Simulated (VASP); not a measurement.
# Bi (Im-3m) in VASP: a series of runs, part 2 of 2

VASP 6.6.1. The steps go on from the part before.

## (4) Relaxation of cell and atoms, PBEsol, target pressure 30 GPa, at which the enthalpy is minimised

INCAR

```
SYSTEM = Bi
PREC = Accurate ; ENCUT = 500
EDIFF = 1E-7 ; ISMEAR = -1
SIGMA = 0.1 ; LREAL = .False.
LASPH = .True. ; NELM = 120
ALGO = Normal ; ISIF = 3
LWAVE = .False. ; LCHARG = .False.
GGA = PS ; IBRION = 2
NSW = 60 ; EDIFFG = -0.03
PSTRESS = 300.0 ; GGA_COMPAT = .False.
NELMIN = 4
```

KPOINTS

```
Automatic mesh
0
Gamma
  9 9 9
  0 0 0
```

POSCAR

```
Bi
1.0
   -2.0600000000      2.0600000000      2.0600000000
    2.0600000000     -2.0600000000      2.0600000000
    2.0600000000      2.0600000000     -2.0600000000
Bi
1
Direct
    0.0000000000      0.0000000000      0.0000000000
```

Potentials or basis: VASP PAW PBE potentials, release 64 (Bi_d).

On the command line:

```bash
> cat potpaw_PBE.64/Bi_d/POTCAR > POTCAR
> mpirun -np 1 vasp_std > vasp.out
```

OUTCAR:

```text
SYSTEM = Bi
   PREC = Accurate
   ENCUT = 500
   EDIFF = 1E-7
   ISMEAR = -1
   LREAL = .False.
   LASPH = .True.
   NELM = 120
   ISIF = 3
   GGA = PS
   IBRION = 2
   NSW = 60
   EDIFFG = -0.03
   PSTRESS = 300.0
   NELMIN = 4

 ion  position               nearest neighbor table
   1  0.000  0.000  0.000-

  LATTYP: Found a body centered cubic cell.
 ALAT       =     4.1200000000

  Lattice vectors:

 A1 = (  -2.0600000000,   2.0600000000,   2.0600000000)
 A2 = (   2.0600000000,  -2.0600000000,   2.0600000000)
 A3 = (   2.0600000000,   2.0600000000,  -2.0600000000)

Analysis of symmetry for initial positions (statically):
=====================================================================
 Subroutine PRICEL returns:
 Original cell was already a primitive cell.

 Routine SETGRP: Setting up the symmetry group for a
[... 173 lines left out ...]
 fundamental gap:      0.4087591495
 Fermi energy:         6.3429152723
[... 776 lines left out ...]
  band No.  band energies     occupation
      1     -14.3151      2.00000
      2     -14.2730      2.00000
      3     -14.2147      2.00000
      4     -14.1687      2.00000
      5     -14.0731      2.00000
      6      -1.4228      2.00000
      7       3.9223      2.00000
      8       7.7490      1.99993
      9      11.5619      0.00000
     10      16.3305      0.00000
     11      17.8183      0.00000

 [... further k-points ...]

[... ionic steps 4 to 7 ...]

--------------------------------------- Ionic step        8  -------------------------------------------

 number of electron      15.0000001 magnetization

------------------------ aborting loop because EDIFF is reached ----------------------------------------
[... 69 lines left out ...]
--------------------------------------- Ionic step       10  -------------------------------------------

 number of electron      15.0000000 magnetization

 Free energy of the ion-electron system (eV)
  ---------------------------------------------------
  ext. energy  EPLUGINS =         0.00000000
  ---------------------------------------------------
  free energy    TOTEN  =        -3.73415841 eV

  energy without entropy =       -3.72477939  energy(sigma->0) =       -3.72946890

 E-fermi :  12.3105     XC(G=0): -11.9773

 val. band max:       12.1444464124   @ k =   0.3333   0.2222   0.1111
 cond. band min:      12.4967323019   @ k =   0.2222   0.2222   0.1111
 fundamental gap:      0.3522858895
 Fermi energy:        12.3104671204
[... 368 lines left out ...]
  energy  without entropy=       -3.7247793914  energy(sigma->0) =       -3.72946890

  enthalpy is  TOTEN    =         0.5622615695 eV   P V=        4.2964199781

 reached required accuracy - stopping structural energy minimisation
```

Wall time 86 s (1 thread of Intel Xeon Platinum 8488C (Sapphire Rapids), shared host); peak memory 0.18 GiB.

Results:

```
Free energy                                                : -3.7342 eV
Relaxed volume                                             : 22.95 Å³/atom
Relaxed cell                                               : a = 3.101 Å, b = 3.101 Å, c = 3.101 Å, α = 109.47°, β = 109.47°, γ = 109.47°
Space group after relaxing (to 0.1 Å)                      : Im-3m (No. 229)
Energy change on relaxing (the run minimises the enthalpy) : +392.6 meV/atom
Ionic steps                                                : 10
Pressure after relaxing                                    : 30.0 GPa
Band gap on the k mesh                                     : zero (an odd number of electrons rules out a gap without spin polarisation)
```

The path:
```
step  energy change (eV)  largest force (eV/Å)  pressure (GPa)  volume (Å³)
   1              0.0000                0.0000           -6.45        34.97
   2             32.5936                0.0000         1572.43         8.18
   3             -0.1041                0.0000           -2.42        31.40
   4             -0.1082                0.0000            2.32        28.93
   5              0.7575                0.0000           45.25        21.37
   6              0.3119                0.0000           26.43        23.40
   7              0.3861                0.0000           29.71        22.98
   8              0.4255                0.0000           31.42        22.77
   9              0.3196                0.0000           26.78        23.36
  10              0.3926                0.0000           29.99        22.95
```

Final structure:
```
CELL_PARAMETERS angstrom
-1.79011 1.79011 1.79011
1.79011 -1.79011 1.79011
1.79011 1.79011 -1.79011
ATOMIC_POSITIONS crystal
Bi 0.00000 0.00000 0.00000
```

Levels at points of the mesh, in eV from the Fermi level:
```tsv
k point	band 3	band 4	band 5	band 6	band 7	band 8	band 9	band 10	band 11
(0.00, 0.00, 0.00)	-23.55	-23.21	-23.21	-16.31	7.55	7.55	7.55	10.18	10.18
```

Caveat: the cell is relaxed towards a set pressure, so the run minimises the enthalpy, not the energy; the volume moved by over 15 % at a fixed basis, so the end points are rough; the PAW data sets were made with another functional, which shifts forces and pressure a little; spin-orbit coupling is left out, which moves the levels of the heavy elements.

## (5) Overview

| cell | gap on the mesh (eV) | pressure (GPa) |
| --- | --- | --- |
| relaxed | none | 0.0 |
| relaxed to 15 GPa | none | 15.0 |
| relaxed to 30 GPa | none | 30.0 |

Alike in all rows: task relaxation of cell and atoms; level PBEsol; potentials or basis VASP PAW PBE potentials, release 64 (Bi_d); no spin polarisation; k mesh 9 × 9 × 9; cutoff (eV) 500; smearing fermi-dirac 0.1 eV.

Caveats: the PAW data sets were made with another functional, which shifts forces and pressure a little; spin-orbit coupling is left out, which moves the levels of the heavy elements; the cell is relaxed towards a set pressure, so the run minimises the enthalpy, not the energy (at least some runs); the volume moved by over 15 % at a fixed basis, so the end points are rough (at least some runs).

Absolute energies hang on the potentials; compare differences alone.

The gap in the log of VASP goes by the Fermi energy; the results here count the filled bands.